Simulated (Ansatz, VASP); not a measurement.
## Tc in VASP and in Ansatz

Contents of INCAR:

```
PREC = Accurate
ENCUT = 520
EDIFF = 1E-7
ISMEAR = -1
SIGMA = 0.08
LREAL = F
LASPH = T
NELM = 100
ALGO = Normal
ISIF = 2
LWAVE = F
LCHARG = F
GGA = PE
NBANDS = 20
```

KPOINTS

```
Automatic mesh
0
Gamma
  17 17 9
```

Contents of POSCAR:

```
Tc
1.0
    2.7400001704      0.0000000000      0.0000000000
   -1.3700000852      2.3729097540      0.0000000000
    0.0000000000      0.0000000000      4.3980000000
Tc
2
Direct
    0.3333333333      0.6666666667      0.2500000000
    0.6666666667      0.3333333333      0.7772851296
```

Input for Ansatz:

```yaml
crystal:
  lattice:
    - [2.7400001704, 0.0, 0.0]
    - [-1.3700000852, 2.372909754, 0.0]
    - [0.0, 0.0, 4.398]
  atoms:
    - { symbol: Tc, position: [0.3333333333, 0.6666666667, 0.25] }
    - { symbol: Tc, position: [0.6666666667, 0.3333333333, 0.7772851296] }
kpoints:
  mp_grid: { grid: [17, 17, 9] }
scf:
  occupations: { method: fermi_dirac, width: 0.08 }
hamiltonian:
  xc: pbe
  pseudopotentials: { kind: all_electron, lapw: { basis_error: 0.001 } }
output:
  forces: true
  stress: true
  eigenvalues: true
```

Alike in both runs: task single point; functional PBE; k mesh 17 × 17 × 9; occupations fermi-dirac, width 0.08 eV; no spin polarisation.

|  | VASP | Ansatz |
| --- | --- | --- |
| version | VASP 6.6.1 | Ansatz 0.2.0 |
| potentials or method | VASP PAW PBE potentials, release 64 (Tc_pv), cutoff 520 eV | all-electron LAPW, scalar-relativistic |

Ansatz gave:

| Quantity | Value |
| --- | --- |
| pressure (GPa) | 5.0 |
| traceless stress, the component that is largest in VASP (GPa) | 0.88 |
| rms of the force components (eV/Å) | 0.275 |

**Question.** What did VASP give for the same quantities?

**Answer.** Pressure (GPa): 4.3; traceless stress, the component that is largest in VASP (GPa): 0.88; rms of the force components (eV/Å): 0.261.

Atom by atom the forces differ by 0.014 eV/Å (rms over components). Ansatz ran all-electron here, and VASP with PAW potentials.
